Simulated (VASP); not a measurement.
Input of a VASP 6.6.1 run:

File POSCAR:

```
Cd2SO
1.0
    3.9189704526      0.0000000000      0.0000000000
    0.0000000000      3.9189704526      0.0000000000
    0.0000000000      0.0000000000      5.2880412584
O Cd S
1 2 1
Direct
    0.0000000000      0.0000000000      0.0000000000
    0.0000000000      0.5000000000      0.7968472731
    0.5000000000      0.0000000000      0.2031527269
    0.5000000000      0.5000000000      0.5000000000
```

The input INCAR.step1:

```
ALGO     = Normal         # electronic algorithm
EDIFF    = 1E-4           # SCF threshold, eV
ENCUT    = 520            # plane-wave cutoff, eV
GGA      = PE             # functional
ISMEAR   = -1             # smearing method
LASPH    = True           # aspherical terms in the spheres
LCHARG   = False          # write CHGCAR
LREAL    = False          # projectors in reciprocal space
LWAVE    = True           # write WAVECAR
NBANDS   = 26             # bands
NELM     = 100            # most SCF steps
PREC     = Accurate       # precision mode
SIGMA    = 0.02           # smearing width, eV
```

File INCAR.step2:

```
ALGO     = Normal         # electronic algorithm
EDIFF    = 1E-6           # SCF threshold, eV
ENCUT    = 520            # plane-wave cutoff, eV
ISIF     = 2              # what is computed and relaxed
ISMEAR   = -1             # smearing method
ISTART   = 1            
LASPH    = True           # aspherical terms in the spheres
LCHARG   = True           # write CHGCAR
LELF     = True           # ELF
LMIXTAU  = True         
LREAL    = False          # projectors in reciprocal space
LVHAR    = True         
LWAVE    = False          # write WAVECAR
METAGGA  = R2SCAN         # meta-GGA
NBANDS   = 26             # bands
NELM     = 100            # most SCF steps
PREC     = Accurate       # precision mode
SIGMA    = 0.02           # smearing width, eV
```

Contents of KPOINTS:

```
k-points
0
Gamma
  6 6 6
```

Potentials or basis: VASP PAW PBE potentials, release 64 (O, Cd, S).

Command:

```bash
$ cat potpaw_PBE.64/O/POTCAR potpaw_PBE.64/Cd/POTCAR potpaw_PBE.64/S/POTCAR > POTCAR
$ cp INCAR.step1 INCAR
$ mpirun -np 1 vasp_std > vasp.out
$ cp INCAR.step2 INCAR
$ mpirun -np 1 vasp_std > vasp.out
```

Q: What does it give for the pressure?

A: 0.7 GPa.

Q: What does it give for the band gap on the k mesh?

A: 0.36 eV, direct.

Q: Estimate the largest force.

A: 0.045 eV/Å.

Stress tensor (GPa, compression positive):
```
0.73 0.00 0.00
0.00 0.73 0.00
0.00 0.00 0.57
```

Caveat: the PAW data sets were made with another functional, which shifts forces and pressure a little.
